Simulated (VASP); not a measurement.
Wanted: the native input for a VASP 6.6.1 run.

| Item | Value |
| --- | --- |
| Task | single point |
| Functional | LDA |
| Potentials or basis | VASP PAW LDA potentials, release 64 (Rb_sv) |
| Cutoff | 520 eV |
| k mesh | 7 × 7 × 7 |
| Occupations | fermi-dirac, width 0.05 eV |
| Spin | no spin polarisation |
| Dipole correction | no |
| Further INCAR settings | ALGO = Normal; EDIFF = 1e-06; NBANDS = 10 |

The structure of Rb lies in POSCAR:

```
Rb
1.0
   -2.8210601435      2.8210601435      2.8210601435
    2.8210601435     -2.8210601435      2.8210601435
    2.8210601435      2.8210601435     -2.8210601435
Rb
1
Direct
    0.0000000000      0.0000000000      0.0000000000
```

This cell differs from its parent crystal: volume scaled by 1.02.

The input as run:

INCAR

```
PREC = Accurate ; ENCUT = 520
EDIFF = 1E-6 ; ISMEAR = -1
SIGMA = 0.05 ; LREAL = F
LASPH = T ; NELM = 100
ALGO = Normal ; ISIF = 2
LWAVE = F ; LCHARG = F
NBANDS = 10
```

KPOINTS

```
Automatic mesh
0
Gamma
  7 7 7
```

Potentials or basis: VASP PAW LDA potentials, release 64 (Rb_sv).

Run with:

```sh
$ cat potpaw_LDA.64/Rb_sv/POTCAR > POTCAR
$ mpirun -np 1 vasp_std > vasp.out
```

Results of the run:

```
Pressure : -0.4 GPa
```

It took 11 s on 1 thread of AMD EPYC 7R13 Processor (Zen 3) (shared host), peak memory 0.14 GiB.
